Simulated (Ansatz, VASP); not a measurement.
## One calculation of BaHfO3, two programs

```
Ba Hf O
1.0
     4.38798    0.00000    0.00000
    -2.19399    3.80010    0.00000
     0.00000    0.00000    5.95343
Ba Hf O
1 1 3
Direct
  0.00000 0.00000 0.50000
  0.00000 0.00000 0.00000
  0.50000 0.00000 0.00000
  0.00000 0.50000 0.00000
  0.50000 0.50000 0.00000
```

Alike in both runs: task single point; functional PBE; k mesh 6 × 6 × 4; occupations gaussian, width 0.1 eV; no spin polarisation.

|  | VASP | Ansatz |
| --- | --- | --- |
| version | VASP 6.6.1 | Ansatz 0.2.0 |
| potentials or method | VASP PAW PBE potentials, release 64 (Ba_sv, Hf_pv, O), cutoff 520 eV | scalar-relativistic, plane waves, PAW |
| valence electrons in the cell | 38 | 54 |

|  | VASP | Ansatz | Ansatz less VASP |
| --- | --- | --- | --- |
| gap on the k mesh at the Fermi level (eV) | none | none | - |
| pressure (GPa) | 2.6 | 3.3 | +0.69 |
| traceless stress, the component that is largest in VASP (GPa) | 11.73 | 10.52 | -1.208 |

A gap of «none» marks a metal or a gap that the smearing closes. VASP's potentials hold 38 valence electrons a cell and Ansatz's 54, so a difference there can come from the potentials and not from the codes.

Spin-orbit coupling is off throughout.
